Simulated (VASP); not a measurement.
Wanted: the native input for a VASP 6.6.1 run.

- Task: single point
- Functional: PBE
- Potentials or basis: VASP PAW PBE potentials, release 64 (Ca_sv, Sn_d, N)
- Cutoff: 520 eV
- k mesh: 3 × 3 × 4
- Occupations: gaussian, width 0.2 eV
- Spin: no spin polarisation
- Dipole correction: no
- Further INCAR settings: ALGO = Normal; EDIFF = 1e-06; NBANDS = 34

The structure of Ca2Sn2N lies in POSCAR:

```
Ca2Sn2N
1.0
    4.8890369294      0.0000000000      0.0000000000
    0.0000000000      4.8890369294      0.0000000000
    0.0000000000      0.0000000000      4.7214131468
Ca Sn N
2 2 1
Direct
    0.0000000000      0.5000000000      0.0000000000
    0.5000000000      0.0000000000      0.0000000000
    0.0000000000      0.0000000000      0.5000000000
    0.5000000000      0.5000000000      0.5000000000
    0.0000000000      0.0000000000      0.0000000000
```

These files were run (other wordings do the same):

INCAR

```
PREC = Accurate ; ENCUT = 520
EDIFF = 1E-6 ; ISMEAR = 0
SIGMA = 0.2 ; LREAL = F
LASPH = T ; NELM = 80
ALGO = Normal ; ISIF = 2
LWAVE = F ; LCHARG = F
GGA = PE ; NBANDS = 34
```

KPOINTS

```
Automatic mesh
0
Gamma
  3 3 4
```

Potentials or basis: VASP PAW PBE potentials, release 64 (Ca_sv, Sn_d, N).

Run with:

```console
$ cat potpaw_PBE.64/Ca_sv/POTCAR potpaw_PBE.64/Sn_d/POTCAR potpaw_PBE.64/N/POTCAR > POTCAR
$ mpirun -np 1 vasp_std > vasp.out
```

Results of the run:

| Item | Value |
| --- | --- |
| Pressure | -0.1 GPa |

Caveat: the k points lie up to 0.43 Å⁻¹ apart.

It took 21 s on 1 thread of Intel(R) Xeon(R) 6975P-C (Granite Rapids), with other jobs on the host, peak memory 0.21 GiB.
